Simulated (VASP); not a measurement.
# CaSe (P4/mmm) in VASP: notebook

CaSe is run at these levels: PBE, r2SCAN; tasks: single point.

Program: VASP 6.6.1. These are calculated values, not measurements. Logs are shortened: lines on timing, memory, paths and dates and some standing lists are left out, and cuts for length are marked.

**1. The cell of the first run**

It takes space group P4/mmm (No. 123, tetragonal). Conventional cell: a = 3.635 Å, b = 3.635 Å, c = 3.440 Å, α = 90.00°, β = 90.00°, γ = 90.00°. Within 4.1 Å of Ca (site symmetry 4/mmm) lie 8 Se at 3.09 Å and 6 Ca at 3.44 to 3.63 Å. Se (site symmetry 4/mmm) has 8 Ca at 3.09 Å and 6 Se at 3.44 to 3.63 Å within 4.1 Å.

**2. Single point, PBE (uniaxial z strain -5.4%)**

INCAR

```
SYSTEM = CaSe
ALGO     = Normal         ! electronic algorithm
EDIFF    = 1E-6           ! SCF threshold, eV
ENCUT    = 520            ! plane-wave cutoff, eV
GGA      = PE             ! functional
ISIF     = 2              ! what is computed and relaxed
ISMEAR   = -1             ! smearing method
LASPH    = .TRUE.         ! aspherical terms in the spheres
LCHARG   = .FALSE.        ! write CHGCAR
LREAL    = .FALSE.        ! projectors in reciprocal space
LWAVE    = .FALSE.        ! write WAVECAR
NBANDS   = 15             ! bands
NELM     = 80             ! most SCF steps
PREC     = Accurate       ! precision mode
SIGMA    = 0.02           ! smearing width, eV
```

KPOINTS

```
k-points
0
G
  8 8 8
  0 0 0
```

POSCAR

```
CaSe
1.0
    3.6347849189      0.0000000000      0.0000000000
    0.0000000000      3.6347849189      0.0000000000
    0.0000000000      0.0000000000      3.4399604472
Ca Se
1 1
Direct
    0.0000000000      0.0000000000      0.0000000000
    0.5000000000      0.5000000000      0.5000000000
```

Potentials or basis: VASP PAW PBE potentials, release 64 (Ca_sv, Se).

The run is started by

```console
$ cat potpaw_PBE.64/Ca_sv/POTCAR potpaw_PBE.64/Se/POTCAR > POTCAR
$ mpirun -np 1 vasp_std > vasp.out
```

OUTCAR:

```text
SYSTEM = CaSe
   EDIFF = 1E-6
   ENCUT = 520
   GGA = PE
   ISIF = 2
   ISMEAR = -1
   LASPH = .TRUE.
   LREAL = .FALSE.
   NELM = 80
   PREC = Accurate

 ion  position               nearest neighbor table
   1  0.000  0.000  0.000-
   2  0.500  0.500  0.500-

  LATTYP: Found a simple tetragonal cell.
 ALAT       =     3.6347849189
 C/A-ratio  =     0.9464000000

  Lattice vectors:

 A1 = (   3.6347849189,   0.0000000000,   0.0000000000)
 A2 = (   0.0000000000,   3.6347849189,   0.0000000000)
 A3 = (   0.0000000000,   0.0000000000,   3.4399604472)

Analysis of symmetry for initial positions (statically):
=====================================================================
 Subroutine PRICEL returns:
 Original cell was already a primitive cell.

 Routine SETGRP: Setting up the symmetry group for a
 simple tetragonal supercell.

 Subroutine GETGRP returns: Found 16 space group operations
 (whereof 16 operations were pure point group operations)
 out of a pool of 16 trial point group operations.

The static configuration has the point symmetry D_4h.

Analysis of symmetry for dynamics (positions and initial velocities):
=====================================================================
 Subroutine PRICEL returns:
 Original cell was already a primitive cell.

 Routine SETGRP: Setting up the symmetry group for a
 simple tetragonal supercell.

 Subroutine GETGRP returns: Found 16 space group operations
 (whereof 16 operations were pure point group operations)
 out of a pool of 16 trial point group operations.

The dynamic configuration has the point symmetry D_4h.

 Subroutine INISYM returns: Found 16 space group operations
 (whereof 16 operations are pure point group operations),
 and found     1 'primitive' translations

----------------------------------------------------------------------------------------

                                     Primitive cell

  volume of cell :      45.4476

  direct lattice vectors                    reciprocal lattice vectors
     3.634784919  0.000000000  0.000000000     0.275119442  0.000000000  0.000000000
     0.000000000  3.634784919  0.000000000     0.000000000  0.275119442  0.000000000
     0.000000000  0.000000000  3.439960447     0.000000000  0.000000000  0.290701017

  length of vectors
     3.634784919  3.634784919  3.439960447     0.275119442  0.275119442  0.290701017

  position of ions in fractional coordinates (direct lattice)
     0.000000000  0.000000000  0.000000000
     0.500000000  0.500000000  0.500000000

  ion indices of the primitive-cell ions
   primitive index   ion index
                 1           1
                 2           2

----------------------------------------------------------------------------------------

 KPOINTS: k-points

Automatic generation of k-mesh.
 Grid dimensions read from file:
 generate k-points for:    8    8    8

 Generating k-lattice:

  Cartesian coordinates                     Fractional coordinates (reciprocal lattice)
     0.034389930  0.000000000  0.000000000     0.125000000  0.000000000  0.000000000
     0.000000000  0.034389930  0.000000000     0.000000000  0.125000000  0.000000000
     0.000000000  0.000000000  0.036337627     0.000000000  0.000000000  0.125000000

  Length of vectors
     0.034389930  0.034389930  0.036337627

  Shift w.r.t. Gamma in fractional coordinates (k-lattice)
     0.000000000  0.000000000  0.000000000

 Subroutine IBZKPT returns following result:
 ===========================================

 Found     75 irreducible k-points:

 Following reciprocal coordinates:
            Coordinates               Weight
  0.000000  0.000000  0.000000      1.000000
  0.125000  0.000000  0.000000      4.000000
  0.250000  0.000000  0.000000      4.000000
  0.375000  0.000000  0.000000      4.000000
  0.500000  0.000000  0.000000      2.000000
  0.125000  0.125000  0.000000      4.000000
[... 16 lines left out ...]
  0.375000  0.125000  0.125000     16.000000
  0.500000  0.125000  0.125000      8.000000
 [... further k-points ...]
   k-points           NKPTS =     75   k-points in BZ     NKDIM =     75   number of bands    NBANDS=     15
   number of dos      NEDOS =    301   number of ions     NIONS =      2
   total plane-waves  NPLWV =  21952
   dimension x,y,z NGX =    28 NGY =   28 NGZ =   28
   dimension x,y,z NGXF=    56 NGYF=   56 NGZF=   56
   ions per type =               1   1
   NGX,Y,Z   is equivalent  to a cutoff of  12.81, 12.81, 13.53 a.u.
   NGXF,Y,Z  is equivalent  to a cutoff of  25.61, 25.61, 27.06 a.u.
 SYSTEM =  CaSe
   PREC   = accura    normal or accurate (medium, high low for compatibility)
   ISTART =      0    job   : 0-new  1-cont  2-samecut
   ICHARG =      2    charge: 1-file 2-atom 10-const
   ISPIN  =      1    spin polarized calculation?
   LNONCOLLINEAR =      F non collinear calculations
   LSORBIT =      F    spin-orbit coupling
   LASPH  =      T    aspherical Exc in radial PAW
   ENCUT  =  520.0 eV  38.22 Ry    6.18 a.u.   6.76  6.76  6.40*2*pi/ulx,y,z
   NELM   =     80;   NELMIN=  2; NELMDL= -5     # of ELM steps
   EDIFF  = 0.1E-05   stopping-criterion for ELM
   LREAL  =      F    real-space projection
   EDIFFG = 0.1E-04   stopping-criterion for IOM
   NSW    =      0    number of steps for IOM
   IBRION =     -1    ionic relax: 0-MD 1-quasi-New 2-CG
   NFREE  =      0    steps in history (QN), initial steepest desc. (CG)
   ISIF   =      2    stress and relaxation
   ISYM   =      2    0-nonsym 1-usesym 2-fastsym
   POTIM  = 0.5000    time-step for ionic-motion
   TEBEG  =    0.0;   TEEND  =   0.0 temperature during run
   PSTRESS=    0.0 pullay stress
   NELECT =      16.0000    total number of electrons
   NUPDOWN=      -1.0000    fix difference up-down
   EMIN   =  10.00;   EMAX   =-10.00  energy-range for DOS
   EFERMI =   0.00;   METHOD = LEGACY
   ISMEAR =    -1;   SIGMA  =   0.02  broadening in eV -4-tet -1-fermi 0-gaus
   EFERMI_NEDOS =   21; number of points for ismear=-14 and -15
   IALGO  =     38    algorithm
   IMIX   =      4    mixing-type and parameters
     AMIX     =   0.40;   BMIX     =  1.00
     AMIX_MAG =   1.60;   BMIX_MAG =  1.00
  volume/ion in A,a.u.               =      22.72       153.35
  Fermi-wavevector in a.u.,A,eV,Ry     =   1.155965  2.184456 18.180841  1.336254
  Thomas-Fermi vector in A             =   2.292589
   LORBIT       =      0    0 simple, 1 ext, 2 COOP (PROOUT), +10 PAW based schemes
   GGA     = PE    functional components
   LHFCALC =     F    Hartree Fock is set to
   AEXX    =    0.0000 exact exchange contribution
   IVDW    =     0    specifies the selected vdW correction
   LEPSILON=     F    determine dielectric tensor
   LRPA    =     F    only Hartree local field effects (RPA)
 non-spin polarized calculation
  energy-cutoff  :      520.00
  volume of cell :       45.45
 maximum number of plane-waves:      1245
 NGX is ok and might be reduce to    28
   NGX = 13   NGY = 13   NGZ = 13

 number of electron      16.0000005 magnetization

 Free energy of the ion-electron system (eV)
  ---------------------------------------------------
  ext. energy  EPLUGINS =         0.00000000
  ---------------------------------------------------
  free energy    TOTEN  =        -8.71247525 eV

  energy without entropy =       -8.71243043  energy(sigma->0) =       -8.71245284

 E-fermi :   5.1799     XC(G=0):  -9.8212

 val. band max:        5.1318957420   @ k =   0.5000   0.5000   0.0000
 cond. band min:       5.2278154966   @ k =   0.5000   0.5000   0.0000
 fundamental gap:      0.0959197546
 Fermi energy:         5.1798565114

 k-point     1 :       0.0000    0.0000    0.0000
  band No.  band energies     occupation
      1     -36.5124      2.00000
      2     -17.4501      2.00000
      3     -17.4501      2.00000
      4     -17.4415      2.00000
      5      -8.5959      2.00000
      6       3.5777      2.00000
      7       3.5777      2.00000
      8       4.3371      2.00000
      9       5.5894      0.00000
     10       5.6325      0.00000
     11       7.2266      0.00000
     12       9.0225      0.00000
     13       9.2938      0.00000
     14       9.2938      0.00000
     15      13.9295      0.00000

 k-point     2 :       0.1250    0.0000    0.0000
  band No.  band energies     occupation
      1     -36.5105      2.00000
      2     -17.4802      2.00000
      3     -17.4473      2.00000
      4     -17.4391      2.00000
      5      -8.4946      2.00000
      6       2.5116      2.00000
      7       3.5340      2.00000
      8       4.3005      2.00000
      9       5.7335      0.00000
     10       6.2925      0.00000
     11       7.9346      0.00000
     12       9.1434      0.00000
     13       9.3262      0.00000
     14       9.3868      0.00000
     15      13.5110      0.00000

 k-point     3 :       0.2500    0.0000    0.0000
  band No.  band energies     occupation
      1     -36.5058      2.00000
      2     -17.5515      2.00000
      3     -17.4404      2.00000
      4     -17.4331      2.00000
      5      -8.2332      2.00000
      6       1.0110      2.00000
      7       3.4288      2.00000
      8       4.2110      2.00000
      9       6.0376      0.00000
     10       7.2481      0.00000
     11       9.2764      0.00000
     12       9.4067      0.00000
     13       9.5026      0.00000
     14       9.6620      0.00000
     15      12.5167      0.00000

 k-point     4 :       0.3750    0.0000    0.0000
  band No.  band energies     occupation
      1     -36.5011      2.00000
      2     -17.6215      2.00000
      3     -17.4335      2.00000
      4     -17.4271      2.00000
      5      -7.9413      2.00000
      6      -0.0905      2.00000
      7       3.3244      2.00000
      8       4.1203      2.00000
      9       6.3962      0.00000
     10       8.4207      0.00000
     11       9.4905      0.00000
     12       9.9977      0.00000
     13      10.0345      0.00000
     14      10.0457      0.00000
     15      11.6271      0.00000
[... 307 lines left out ...]
 k-point    22 :       0.2500    0.1250    0.1250
  band No.  band energies     occupation
      1     -36.5003      2.00000
      2     -17.5405      2.00000
      3     -17.4736      2.00000
      4     -17.4619      2.00000
      5      -8.0680      2.00000
      6       1.2188      2.00000
      7       2.7773      2.00000
      8       3.3329      2.00000
      9       6.6881      0.00000
     10       7.7188      0.00000
     11       8.5155      0.00000
     12       9.2688      0.00000
     13       9.5563      0.00000
     14      10.8409      0.00000
     15      13.3341      0.00000

 k-point    23 :       0.3750    0.1250    0.1250
  band No.  band energies     occupation
      1     -36.4957      2.00000
      2     -17.6066      2.00000
      3     -17.4663      2.00000
      4     -17.4543      2.00000
      5      -7.8211      2.00000
      6       0.2043      2.00000
      7       2.8465      2.00000
      8       3.4926      2.00000
      9       6.7002      0.00000
     10       8.4114      0.00000
     11       8.6268      0.00000
     12       9.4131      0.00000
     13      10.0933      0.00000
     14      11.0863      0.00000
     15      12.5329      0.00000

 k-point    24 :       0.5000    0.1250    0.1250
  band No.  band energies     occupation
      1     -36.4938      2.00000
      2     -17.6337      2.00000
      3     -17.4633      2.00000
      4     -17.4511      2.00000
      5      -7.7102      2.00000
      6      -0.1723      2.00000
      7       2.8629      2.00000
      8       3.5711      2.00000
      9       6.7211      0.00000
     10       8.5884      0.00000
     11       8.6779      0.00000
     12       9.6526      0.00000
     13      10.3800      0.00000
     14      11.3348      0.00000
     15      11.8918      0.00000

 [... further k-points ...]

------------------------ aborting loop because EDIFF is reached ----------------------------------------

  FORCE on cell =-STRESS in cart. coord.  units (eV):
  Direction    XX          YY          ZZ          XY          YZ          ZX
  --------------------------------------------------------------------------------------
  -------------------------------------------------------------------------------------
  Total        0.2932464      0.2932464      3.0013474      0.0000000      0.0000000     -0.0000000
  in kB       10.3379010     10.3379010    105.8073803      0.0000000      0.0000000     -0.0000000
  external PRESSURE =      42.1610608 kB  Pullay stress =       0.0000000 kB

 VOLUME and BASIS-vectors are now :
 -----------------------------------------------------------------------------
  energy-cutoff  :      520.00
  volume of cell :       45.45
      direct lattice vectors                 reciprocal lattice vectors
     3.634784919  0.000000000  0.000000000     0.275119442  0.000000000  0.000000000
     0.000000000  3.634784919  0.000000000     0.000000000  0.275119442  0.000000000
     0.000000000  0.000000000  3.439960447     0.000000000  0.000000000  0.290701017

 POSITION                                       TOTAL-FORCE (eV/Angst)
 -----------------------------------------------------------------------------------
      0.00000      0.00000      0.00000         0.000000      0.000000      0.000000
      1.81739      1.81739      1.71998         0.000000      0.000000      0.000000
 -----------------------------------------------------------------------------------
    total drift:                               -0.000000      0.000000      0.000000

  FREE ENERGIE OF THE ION-ELECTRON SYSTEM (eV)
  ---------------------------------------------------
  free  energy   TOTEN  =        -8.7124752491 eV

  energy  without entropy=       -8.7124304254  energy(sigma->0) =       -8.71245284
```

Wall time 62 s (1 thread of Intel Xeon 8259CL, shared host); peak memory 0.19 GiB.

What came out:

```
Free energy            : -8.7125 eV
Pressure               : 4.2 GPa
Band gap on the k mesh : 0.10 eV
```

Caveat: the cell differs from its parent crystal (uniaxial z strain -5.4%); the stress differs along the axes, from 1 to 11 GPa; the structure was generated, so it needn't be the stable form of CaSe; semilocal functionals underestimate gaps, and a narrow one can read as zero. A k mesh can miss the band edges.

**3. Single point, PBE (uniaxial x strain -5.0%)**

INCAR

```
SYSTEM = CaSe
  PREC = Accurate
  ENCUT = 520
  EDIFF = 1E-6
  ISMEAR = -1
  SIGMA = 0.02
  LREAL = .False.
  LASPH = .True.
  NELM = 80
  ALGO = Normal
  ISIF = 2
  LWAVE = .False.
  LCHARG = .False.
  GGA = PE
  NBANDS = 15
```

KPOINTS

```
regular mesh
0
Gamma
  8 8 8
  0 0 0
```

POSCAR

```
CaSe
1.0
    3.4534091514      0.0000000000      0.0000000000
    0.0000000000      3.6347849189      0.0000000000
    0.0000000000      0.0000000000      3.6347849189
Ca Se
1 1
Direct
    0.0000000000      0.0000000000      0.0000000000
    0.5000000000      0.5000000000      0.5000000000
```

Potentials or basis: VASP PAW PBE potentials, release 64 (Ca_sv, Se).

The run is started by

```console
$ cat potpaw_PBE.64/Ca_sv/POTCAR potpaw_PBE.64/Se/POTCAR > POTCAR
$ mpirun -np 1 vasp_std > vasp.out
```

It took 61 s on 1 thread of Intel Xeon 8259CL, shared host; peak memory 0.19 GiB.

Results (log left out):

| Quantity | Value |
| --- | --- |
| Free energy | -8.7238 eV |
| Pressure | 3.9 GPa |
| Band gap on the k mesh | 0.15 eV |

Stress tensor (GPa, compression positive):
```
9.82 0.00 0.00
0.00 1.01 0.00
0.00 0.00 1.01
```

Levels at points of the mesh, in eV from the valence-band top:
```
           k point  band 6  band 7  band 8  band 9  band 10  band 11
(0.00, 0.00, 0.00)   -1.50   -1.50   -0.80    0.51     0.55     2.09
(0.50, 0.00, 0.00)   -5.53   -1.64   -1.64    1.69     4.29     4.39
(0.00, 0.50, 0.00)   -5.58   -1.79   -1.05    1.49     4.41     4.44
(0.50, 0.50, 0.00)   -4.20   -3.99   -0.51    0.39     2.43     2.55
(0.00, 0.50, 0.50)   -4.18   -4.18    0.00    0.15     2.97     3.06
(0.50, 0.50, 0.50)   -4.40   -4.29   -4.29    3.53     3.53     3.60
```

Caveat: the cell differs from its parent crystal (uniaxial x strain -5.0%); the stress differs along the axes, from 1 to 10 GPa; the structure was generated, so it needn't be the stable form of CaSe; semilocal functionals underestimate gaps, and a narrow one can read as zero. A k mesh can miss the band edges.

[end of part 1 of 2]
